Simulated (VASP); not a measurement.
Input of a VASP 6.6.1 run:

Contents of INCAR:

```
SYSTEM = Bi2Te3
PREC = Accurate
ENCUT = 520
EDIFF = 1E-6
ISMEAR = 0
SIGMA = 0.05
LREAL = .FALSE.
LASPH = .TRUE.
NELM = 80
ALGO = Normal
ISIF = 2
LWAVE = .FALSE.
LCHARG = .TRUE.
GGA = PE
IVDW = 12
LELF = .TRUE.
LVHAR = .TRUE.
NBANDS = 32
```

Contents of KPOINTS:

```
Automatic mesh
0
G
  9 9 9
  0 0 0
```

File POSCAR:

```
Bi2Te3
1.0
    2.1935171539      1.2664277193     10.0972159847
   -2.1935171539      1.2664277193     10.0972159847
    0.0000000000     -2.5328554386     10.0972159847
Bi Te
2 3
Direct
    0.4001376377      0.4001376377      0.4001376377
    0.5998623623      0.5998623623      0.5998623623
    0.0000000000      0.0000000000      0.0000000000
    0.2093654812      0.2093654812      0.2093654812
    0.7906345188      0.7906345188      0.7906345188
```

Potentials or basis: VASP PAW PBE potentials, release 64 (Bi_d, Te).

Launch:

```sh
$ cat potpaw_PBE.64/Bi_d/POTCAR potpaw_PBE.64/Te/POTCAR > POTCAR
$ mpirun -np 1 vasp_std > vasp.out
```

Question: Predict the largest force.

Answer: 0.013 eV/Å.

Question: Estimate the band gap on the k mesh.

Answer: 0.25 eV, direct.

Forces on the atoms (eV/Å):
```
Bi   0.000  0.000 -0.009
Bi   0.000  0.000  0.009
Te   0.000  0.000  0.000
Te   0.000  0.000 -0.013
Te   0.000  0.000  0.013
```

Caveat: spin-orbit coupling is left out, which moves the levels of the heavy elements.

**Measured values to compare with.**

“Vacancy and Antisite-Induced Ferromagnetism in Liquid-Phase Exfoliated Bi2Te3”, 2024, arxiv:2412.10539 quotes, for a bulk crystal of Bi2Te3: band gap 0.17 eV.

Against the measured gap of Bi2Te3, 0.17 eV (quoted in “Vacancy and Antisite-Induced Ferromagnetism in Liquid-Phase Exfoliated Bi2Te3”, 2024, arxiv:2412.10539), the calculated 0.25 eV is off by +0.08 eV. Spin-orbit coupling on Bi, Te is left out. The value is that of PBE+D3(BJ) on a finite k mesh, which can miss the band edges, without temperature or zero-point motion.
